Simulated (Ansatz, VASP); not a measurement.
# NaF in VASP and in Ansatz

```
Na F
1.0
     0.00000    2.51000    2.53126
     2.51000    0.00000    2.53126
     2.51000    2.51000    0.00000
Na F
1 1
Direct
  0.00000 0.00000 0.00000
  0.25000 0.25000 0.25000
```

Change from the starting cell: biaxial_xy strain -0.8%.

Alike in both runs: task single point; functional HSE06; k mesh 6 × 6 × 6; no spin polarisation.

|  | VASP | Ansatz |
| --- | --- | --- |
| version | VASP 6.6.1 | Ansatz 0.2.0 |
| potentials or method | VASP PAW PBE potentials, release 64 (Na_pv, F) | plane waves, PAW |
| plane-wave cutoff (eV) | 520 | 420 |
| occupations | gaussian, width 0.01 eV | fixed |
| valence electrons in the cell | 14 | 16 |

|  | VASP | Ansatz | Ansatz less VASP |
| --- | --- | --- | --- |
| gap on the k mesh at the Fermi level (eV) | 7.70 | 7.73 | +0.029 |
| pressure (GPa) | 1.6 | 1.4 | -0.17 |

VASP's potentials hold 14 valence electrons a cell and Ansatz's 16, so a difference there can come from the potentials and not from the codes. Ansatz's warnings: stress exchange threshold loose, stress scf threshold loose.
